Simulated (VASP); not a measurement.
# Cu (Fm-3m) in VASP: a series of runs

Cu is run at these levels: PBEsol+D3(BJ), PBEsol+D4, PBEsol; tasks: single point, relaxation of cell and atoms.

Everything below comes from runs of VASP 6.6.1. Logs are shortened: lines on timing, memory, paths and dates and some standing lists are left out, and cuts for length are marked.

## Step 1: The cell of the first run

Symmetry: Fm-3m, No. 225, cubic system. Conventional cell: a = 3.510 Å, b = 3.510 Å, c = 3.510 Å, α = 90.00°, β = 90.00°, γ = 90.00°. Within 3.3 Å of Cu (site symmetry m-3m) lie 12 Cu at 2.48 Å.

## Step 2: Single point, PBEsol+D3(BJ)

File INCAR:

```
SYSTEM = Cu
PREC = Accurate
ENCUT = 600
EDIFF = 1E-6
ISMEAR = -1
SIGMA = 0.05
LREAL = .FALSE.
LASPH = .TRUE.
NELM = 120
ALGO = Normal
ISIF = 2
LWAVE = .FALSE.
LCHARG = .FALSE.
GGA = PS
IVDW = 12
NBANDS = 12
GGA_COMPAT = .FALSE.
```

File KPOINTS:

```
regular mesh
0
G
  13 13 13
  0 0 0
```

File POSCAR:

```
Cu
1.0
    0.0000000000      1.7547917579      1.7547917579
    1.7547917579      0.0000000000      1.7547917579
    1.7547917579      1.7547917579      0.0000000000
Cu
1
Direct
    0.0000000000      0.0000000000      0.0000000000
```

Potentials or basis: VASP PAW PBE potentials, release 64 (Cu).

Run with:

```
$ cat potpaw_PBE.64/Cu/POTCAR > POTCAR
$ mpirun -np 1 vasp_std > vasp.out
```

OUTCAR:

```text
SYSTEM = Cu
   PREC = Accurate
   ENCUT = 600
   EDIFF = 1E-6
   ISMEAR = -1
   LREAL = .FALSE.
   LASPH = .TRUE.
   NELM = 120
   ISIF = 2
   GGA = PS
   IVDW = 12
 IVDW          = 12

 ion  position               nearest neighbor table
   1  0.000  0.000  0.000-

  LATTYP: Found a face centered cubic cell.
 ALAT       =     3.5095835158

  Lattice vectors:

 A1 = (   0.0000000000,   1.7547917579,   1.7547917579)
 A2 = (   1.7547917579,   0.0000000000,   1.7547917579)
 A3 = (   1.7547917579,   1.7547917579,   0.0000000000)

Analysis of symmetry for initial positions (statically):
=====================================================================
 Subroutine PRICEL returns:
 Original cell was already a primitive cell.

 Routine SETGRP: Setting up the symmetry group for a
 face centered cubic supercell.

 Subroutine GETGRP returns: Found 48 space group operations
 (whereof 48 operations were pure point group operations)
 out of a pool of 48 trial point group operations.

The static configuration has the point symmetry O_h .

Analysis of symmetry for dynamics (positions and initial velocities):
=====================================================================
 Subroutine PRICEL returns:
 Original cell was already a primitive cell.

 Routine SETGRP: Setting up the symmetry group for a
 face centered cubic supercell.

 Subroutine GETGRP returns: Found 48 space group operations
 (whereof 48 operations were pure point group operations)
 out of a pool of 48 trial point group operations.

The dynamic configuration has the point symmetry O_h .

 Subroutine INISYM returns: Found 48 space group operations
 (whereof 48 operations are pure point group operations),
 and found     1 'primitive' translations

----------------------------------------------------------------------------------------

                                     Primitive cell

  volume of cell :      10.8070

  direct lattice vectors                    reciprocal lattice vectors
     0.000000000  1.754791758  1.754791758    -0.284934094  0.284934094  0.284934094
     1.754791758  0.000000000  1.754791758     0.284934094 -0.284934094  0.284934094
     1.754791758  1.754791758  0.000000000     0.284934094  0.284934094 -0.284934094

  length of vectors
     2.481650303  2.481650303  2.481650303     0.493520328  0.493520328  0.493520328

  position of ions in fractional coordinates (direct lattice)
     0.000000000  0.000000000  0.000000000

  ion indices of the primitive-cell ions
   primitive index   ion index
                 1           1

----------------------------------------------------------------------------------------

 KPOINTS: regular mesh

Automatic generation of k-mesh.
 Grid dimensions read from file:
 generate k-points for:   13   13   13

 Generating k-lattice:

  Cartesian coordinates                     Fractional coordinates (reciprocal lattice)
    -0.021918007  0.021918007  0.021918007     0.076923077  0.000000000  0.000000000
     0.021918007 -0.021918007  0.021918007     0.000000000  0.076923077  0.000000000
     0.021918007  0.021918007 -0.021918007     0.000000000  0.000000000  0.076923077

  Length of vectors
     0.037963102  0.037963102  0.037963102

  Shift w.r.t. Gamma in fractional coordinates (k-lattice)
     0.000000000  0.000000000  0.000000000

 Subroutine IBZKPT returns following result:
 ===========================================

 Found     84 irreducible k-points:

 Following reciprocal coordinates:
            Coordinates               Weight
  0.000000  0.000000  0.000000      1.000000
  0.076923  0.000000  0.000000      8.000000
  0.153846  0.000000  0.000000      8.000000
  0.230769  0.000000  0.000000      8.000000
  0.307692  0.000000  0.000000      8.000000
  0.384615  0.000000  0.000000      8.000000
[... 16 lines left out ...]
  0.384615  0.153846  0.000000     24.000000
  0.461538  0.153846  0.000000     24.000000
 [... further k-points ...]
   k-points           NKPTS =     84   k-points in BZ     NKDIM =     84   number of bands    NBANDS=     12
   number of dos      NEDOS =    301   number of ions     NIONS =      1
   total plane-waves  NPLWV =   8000
   dimension x,y,z NGX =    20 NGY =   20 NGZ =   20
   dimension x,y,z NGXF=    40 NGYF=   40 NGZF=   40
   ions per type =               1
   NGX,Y,Z   is equivalent  to a cutoff of  13.40, 13.40, 13.40 a.u.
   NGXF,Y,Z  is equivalent  to a cutoff of  26.80, 26.80, 26.80 a.u.
 SYSTEM =  Cu
   PREC   = accura    normal or accurate (medium, high low for compatibility)
   ISTART =      0    job   : 0-new  1-cont  2-samecut
   ICHARG =      2    charge: 1-file 2-atom 10-const
   ISPIN  =      1    spin polarized calculation?
   LNONCOLLINEAR =      F non collinear calculations
   LSORBIT =      F    spin-orbit coupling
   LASPH  =      T    aspherical Exc in radial PAW
   ENCUT  =  600.0 eV  44.10 Ry    6.64 a.u.   4.96  4.96  4.96*2*pi/ulx,y,z
   NELM   =    120;   NELMIN=  2; NELMDL= -5     # of ELM steps
   EDIFF  = 0.1E-05   stopping-criterion for ELM
   LREAL  =      F    real-space projection
   EDIFFG = 0.1E-04   stopping-criterion for IOM
   NSW    =      0    number of steps for IOM
   IBRION =     -1    ionic relax: 0-MD 1-quasi-New 2-CG
   NFREE  =      0    steps in history (QN), initial steepest desc. (CG)
   ISIF   =      2    stress and relaxation
   ISYM   =      2    0-nonsym 1-usesym 2-fastsym
   POTIM  = 0.5000    time-step for ionic-motion
   TEBEG  =    0.0;   TEEND  =   0.0 temperature during run
   PSTRESS=    0.0 pullay stress
   NELECT =      11.0000    total number of electrons
   NUPDOWN=      -1.0000    fix difference up-down
   EMIN   =  10.00;   EMAX   =-10.00  energy-range for DOS
   EFERMI =   0.00;   METHOD = LEGACY
   ISMEAR =    -1;   SIGMA  =   0.05  broadening in eV -4-tet -1-fermi 0-gaus
   EFERMI_NEDOS =   21; number of points for ismear=-14 and -15
   IALGO  =     38    algorithm
   IMIX   =      4    mixing-type and parameters
     AMIX     =   0.40;   BMIX     =  1.00
     AMIX_MAG =   1.60;   BMIX_MAG =  1.00
  volume/ion in A,a.u.               =      10.81        72.93
  Fermi-wavevector in a.u.,A,eV,Ry     =   1.646785  3.111972 36.897635  2.711900
  Thomas-Fermi vector in A             =   2.736354
   LORBIT       =      0    0 simple, 1 ext, 2 COOP (PROOUT), +10 PAW based schemes
   GGA     = PS    functional components
   LHFCALC =     F    Hartree Fock is set to
   AEXX    =    0.0000 exact exchange contribution
   IVDW    =    12    specifies the selected vdW correction
   LEPSILON=     F    determine dielectric tensor
   LRPA    =     F    only Hartree local field effects (RPA)
 non-spin polarized calculation
  energy-cutoff  :      600.00
  volume of cell :       10.81
 maximum number of plane-waves:       371
   NGX =  9   NGY =  9   NGZ =  9

 number of electron      10.9999994 magnetization

 Free energy of the ion-electron system (eV)
  ---------------------------------------------------
  ext. energy  EPLUGINS =         0.00000000
  ---------------------------------------------------
  free energy    TOTEN  =        -4.29563464 eV

  energy without entropy =       -4.29289851  energy(sigma->0) =       -4.29426657

 E-fermi :   8.7342     XC(G=0): -13.4350

 val. band max:        8.5577377843   @ k =   0.4615   0.2308   0.0000
 cond. band min:       8.7563556834   @ k =   0.4615   0.3077   0.0000
 fundamental gap:      0.1986178992
 Fermi energy:         8.7341992364

 k-point     1 :       0.0000    0.0000    0.0000
  band No.  band energies     occupation
      1      -1.5391      2.00000
      2       5.2316      2.00000
      3       5.2316      2.00000
      4       5.2316      2.00000
      5       6.1858      2.00000
      6       6.1858      2.00000
      7      31.8387      0.00000
      8      35.1547      0.00000
      9      35.1547      0.00000
     10      35.1547      0.00000
     11      37.7367      0.00000
     12      37.7367      0.00000

 k-point     2 :       0.0769    0.0000    0.0000
  band No.  band energies     occupation
      1      -1.3097      2.00000
      2       5.1788      2.00000
      3       5.2772      2.00000
      4       5.2772      2.00000
      5       6.1678      2.00000
      6       6.1678      2.00000
      7      30.6110      0.00000
      8      33.1360      0.00000
      9      34.5326      0.00000
     10      34.5326      0.00000
     11      38.6505      0.00000
     12      38.6505      0.00000

 k-point     3 :       0.1538    0.0000    0.0000
  band No.  band energies     occupation
      1      -0.6385      2.00000
      2       5.0494      2.00000
      3       5.3760      2.00000
      4       5.3760      2.00000
      5       6.1499      2.00000
      6       6.1499      2.00000
      7      26.7759      0.00000
      8      32.5161      0.00000
      9      33.6018      0.00000
     10      33.6018      0.00000
     11      39.5100      0.00000
     12      39.9904      0.00000
[... 286 lines left out ...]
 k-point    23 :       0.3846    0.1538    0.0000
  band No.  band energies     occupation
      1       2.5816      2.00000
      2       4.6171      2.00000
      3       5.1706      2.00000
      4       5.6344      2.00000
      5       6.7490      2.00000
      6       7.0459      2.00000
      7      18.3094      0.00000
      8      27.5959      0.00000
      9      27.6545      0.00000
     10      30.3338      0.00000
     11      39.7260      0.00000
     12      40.8757      0.00000

 k-point    24 :       0.4615    0.1538    0.0000
  band No.  band energies     occupation
      1       3.2166      2.00000
      2       4.8002      2.00000
      3       5.2260      2.00000
      4       5.5479      2.00000
      5       6.8549      2.00000
      6       8.1952      1.99996
      7      15.0873      0.00000
      8      26.2773      0.00000
      9      27.7928      0.00000
     10      30.0578      0.00000
     11      40.2278      0.00000
     12      40.2468      0.00000

 [... further k-points ...]

------------------------ aborting loop because EDIFF is reached ----------------------------------------

 Edisp (eV)   -0.57323

 E8    (eV) :    -0.3740

  FORCE on cell =-STRESS in cart. coord.  units (eV):
  Direction    XX          YY          ZZ          XY          YZ          ZX
  --------------------------------------------------------------------------------------
  -------------------------------------------------------------------------------------
  Total       0.05434     0.05434     0.05434     0.00000    -0.00000     0.00000
  in kB       8.05562     8.05562     8.05562     0.00000    -0.00000     0.00000
  external pressure =        8.06 kB  Pullay stress =        0.00 kB

 VOLUME and BASIS-vectors are now :
 -----------------------------------------------------------------------------
  energy-cutoff  :      600.00
  volume of cell :       10.81
      direct lattice vectors                 reciprocal lattice vectors
     0.000000000  1.754791758  1.754791758    -0.284934094  0.284934094  0.284934094
     1.754791758  0.000000000  1.754791758     0.284934094 -0.284934094  0.284934094
     1.754791758  1.754791758  0.000000000     0.284934094  0.284934094 -0.284934094

 POSITION                                       TOTAL-FORCE (eV/Angst)
 -----------------------------------------------------------------------------------
      0.00000      0.00000      0.00000         0.000000     -0.000000     -0.000000
 -----------------------------------------------------------------------------------
    total drift:                               -0.000000     -0.000000     -0.000000

  FREE ENERGIE OF THE ION-ELECTRON SYSTEM (eV)
  ---------------------------------------------------
  free  energy   TOTEN  =        -4.8688666700 eV

  energy  without entropy=       -4.8661305390  energy(sigma->0) =       -4.86749860
```

Run time: 7.9 s. Hardware: 1 thread of AMD EPYC 7R13 (Zen 3), shared host; peak memory 0.11 GiB.

Results:

```
Free energy                : -4.8689 eV
Pressure                   : 0.8 GPa
Band gap on the k mesh     : zero (an odd number of electrons rules out a gap without spin polarisation)
Dispersion energy per atom : -0.573 eV
```

Levels at points of the mesh, in eV from the Fermi level:
| k point | band 4 | band 5 | band 6 | band 7 | band 8 | band 9 |
| --- | --- | --- | --- | --- | --- | --- |
| (0.00, 0.00, 0.00) | -3.50 | -2.55 | -2.55 | 23.10 | 26.42 | 26.42 |

Caveat: the PAW data sets were made with another functional, which shifts forces and pressure a little.

## Step 3: Single point, PBEsol+D3(BJ)

This run uses another cell than the first one, of 10.95 Å³/atom.

File INCAR:

```
SYSTEM = Cu
  PREC = Accurate
  ENCUT = 600
  EDIFF = 1E-6
  ISMEAR = -1
  SIGMA = 0.05
  LREAL = .FALSE.
  LASPH = .TRUE.
  NELM = 120
  ALGO = Normal
  ISIF = 2
  LWAVE = .FALSE.
  LCHARG = .FALSE.
  GGA = PS
  IVDW = 12
  NBANDS = 12
  GGA_COMPAT = .FALSE.
```

KPOINTS is that of step 2.

File POSCAR:

```
Cu
1.0
    0.0000000000      1.7622708922      1.7622708922
    1.7622708922      0.0000000000      1.7622708922
    1.7622708922      1.7622708922      0.0000000000
Cu
1
Direct
    0.0000000000      0.0000000000      0.0000000000
```

Potentials or basis: VASP PAW PBE potentials, release 64 (Cu).

Run with:

```
$ cat potpaw_PBE.64/Cu/POTCAR > POTCAR
$ mpirun -np 1 vasp_std > vasp.out
```

Wall time 7.9 s (1 thread of AMD EPYC 7R13 (Zen 3), shared host); peak memory 0.11 GiB.

It converged, with:

- Free energy: -4.8685 eV
- Pressure: -1.6 GPa
- Band gap on the k mesh: zero (an odd number of electrons rules out a gap without spin polarisation)
- Dispersion energy per atom: -0.566 eV

Levels at points of the mesh, in eV from the Fermi level:
```
           k point  band 4  band 5  band 6  band 7  band 8  band 9
(0.00, 0.00, 0.00)   -3.46   -2.52   -2.52   23.01   26.22   26.22
```

Caveat: three body term missing; the PAW data sets were made with another functional, which shifts forces and pressure a little.

## Step 4: Single point, PBEsol+D4

This run uses another cell than the first one, of 11.03 Å³/atom.

File INCAR:

```
PREC     = Accurate       # precision mode
ENCUT    = 600            # plane-wave cutoff, eV
EDIFF    = 1E-6           # SCF threshold, eV
ISMEAR   = -1             # smearing method
SIGMA    = 0.05           # smearing width, eV
LREAL    = False          # projectors in reciprocal space
LASPH    = True           # aspherical terms in the spheres
NELM     = 120            # most SCF steps
ALGO     = Normal         # electronic algorithm
ISIF     = 2              # what is computed and relaxed
LWAVE    = False          # write WAVECAR
LCHARG   = False          # write CHGCAR
GGA      = PS             # functional
IVDW     = 13             # dispersion correction
NBANDS   = 12             # bands
GGA_COMPAT= False
```

File KPOINTS:

```
Automatic mesh
0
Gamma
  13 13 13
```

File POSCAR:

```
Cu
1.0
    0.0000000000      1.7668354008      1.7668354008
    1.7668354008      0.0000000000      1.7668354008
    1.7668354008      1.7668354008      0.0000000000
Cu
1
Direct
    0.0000000000      0.0000000000      0.0000000000
```

Run with:

```
$ cat potpaw_PBE.64/Cu/POTCAR > POTCAR
$ mpirun -np 1 vasp_std > vasp.out
```

Run time: 8.3 s. Hardware: 1 thread of AMD EPYC 7R13 (Zen 3), shared host; peak memory 0.1 GiB.

Results (log left out):

```
Free energy                : -4.6504 eV
Pressure                   : 0.8 GPa
Band gap on the k mesh     : zero (an odd number of electrons rules out a gap without spin polarisation)
Dispersion energy per atom : -0.345 eV
```

Levels at points of the mesh, in eV from the Fermi level:
```csv
k point,band 2,band 3,band 4,band 5,band 6,band 7,band 8,band 9,band 10,band 11
"(0.00, 0.00, 0.00)",-3.43,-3.43,-3.43,-2.50,-2.50,22.95,26.10,26.10,26.10,28.65
```

Caveat: the PAW data sets were made with another functional, which shifts forces and pressure a little.

(Continued in part 2 of 2.)
